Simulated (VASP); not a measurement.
Write the native input for VASP 6.6.1 that does the following.

```yaml
Task: relaxation of cell and atoms
Functional: PBE
Potentials_or_basis: VASP PAW PBE potentials, release 64 (Bi_d)
Cutoff: 600 eV
k_mesh: 15 × 15 × 15
Occupations: fermi-dirac, width 0.1 eV
Spin: no spin polarisation
Target_pressure: 44 GPa
Dipole_correction: no
Further_INCAR_settings: ALGO = Normal; EDIFF = 1e-07; IBRION = 2; EDIFFG = -0.005; NSW = 60; ISIF = 3
```

The structure of Bi lies in POSCAR:

```
Bi
1.0
    0.0000000000      2.2244373842      2.2244373842
    2.2244373842      0.0000000000      2.2244373842
    2.2244373842      2.2244373842      0.0000000000
Bi
1
Direct
    0.0000000000      0.0000000000      0.0000000000
```

One way to write it, as run:

INCAR

```
SYSTEM = Bi
PREC = Accurate
ENCUT = 600
EDIFF = 1E-7
ISMEAR = -1
SIGMA = 0.1
LREAL = .FALSE.
LASPH = .TRUE.
NELM = 100
ALGO = Normal
ISIF = 3
LWAVE = .FALSE.
LCHARG = .FALSE.
GGA = PE
IBRION = 2
NSW = 60
EDIFFG = -0.005
PSTRESS = 440.0
```

KPOINTS

```
regular mesh
0
G
  15 15 15
  0 0 0
```

Potentials or basis: VASP PAW PBE potentials, release 64 (Bi_d).

Launch:

```sh
$ cat potpaw_PBE.64/Bi_d/POTCAR > POTCAR
$ mpirun -np 1 vasp_std > vasp.out
```

It gave:

```
Relaxed volume                                         : 22.05 Å³/atom
Relaxed cell                                           : a = 3.148 Å, b = 3.148 Å, c = 3.148 Å, α = 60.00°, β = 60.00°, γ = 60.00°
Space group after relaxing (to 0.05 Å)                 : Fm-3m (No. 225)
Energy change on relaxing (the enthalpy is what falls) : -10.9 meV/atom
Ionic steps                                            : 3
Pressure after relaxing                                : 44.0 GPa
```

Caveat: the cell is relaxed towards a set pressure, so the enthalpy falls and the energy may rise.

Run time: 2.6 min on 1 thread of Intel Xeon 8259CL (shared host), peak memory 0.18 GiB.
